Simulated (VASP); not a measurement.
Input of a VASP 6.6.1 run:

File INCAR:

```
SYSTEM = SiO2
PREC = Accurate ; ENCUT = 520
EDIFF = 1E-6 ; ISMEAR = 0
SIGMA = 0.02 ; LREAL = .FALSE.
LASPH = .TRUE. ; NELM = 80
ALGO = Normal ; ISIF = 2
LWAVE = .FALSE. ; LCHARG = .TRUE.
GGA = CA ; LELF = .TRUE.
LVHAR = .TRUE. ; NBANDS = 44
```

The input KPOINTS:

```
regular mesh
0
G
  6 6 6
  0 0 0
```

Contents of POSCAR:

```
SiO2
1.0
   -2.6524613033      5.0276816315      4.3693210441
    2.6524613033     -5.0276816315      4.3693210441
    2.6524613033      5.0276816315     -4.3693210441
Si O
4 8
Direct
    0.9451348695      0.8505123635      0.0946225060
    0.7441101425      0.1494876365      0.5946225060
    0.0548651305      0.1494876365      0.9053774940
    0.2558898575      0.8505123635      0.4053774940
    0.1511018010      0.9011018010      0.2500000000
    0.8488981990      0.0988981990      0.7500000000
    0.8145803387      0.5000000000      0.8145803387
    0.1854196613      0.0000000000      0.6854196613
    0.1854196613      0.5000000000      0.1854196613
    0.8145803387      0.0000000000      0.3145803387
    0.0000000000      0.0000000000      0.0000000000
    0.5000000000      0.0000000000      0.5000000000
```

Potentials or basis: VASP PAW LDA potentials, release 64 (Si, O).

Run with:

```sh
$ cat potpaw_LDA.64/Si/POTCAR potpaw_LDA.64/O/POTCAR > POTCAR
$ mpirun -np 1 vasp_std > vasp.out
```

Question: Predict the pressure.

Answer: -4.0 GPa.

Question: What does it give for the largest force?

Answer: 0.046 eV/Å.

Stress tensor (GPa, compression positive):
```
-3.97  0.00  0.00
 0.00 -3.90  0.00
 0.00  0.00 -4.11
```

Caveat: the cell stands under tension.
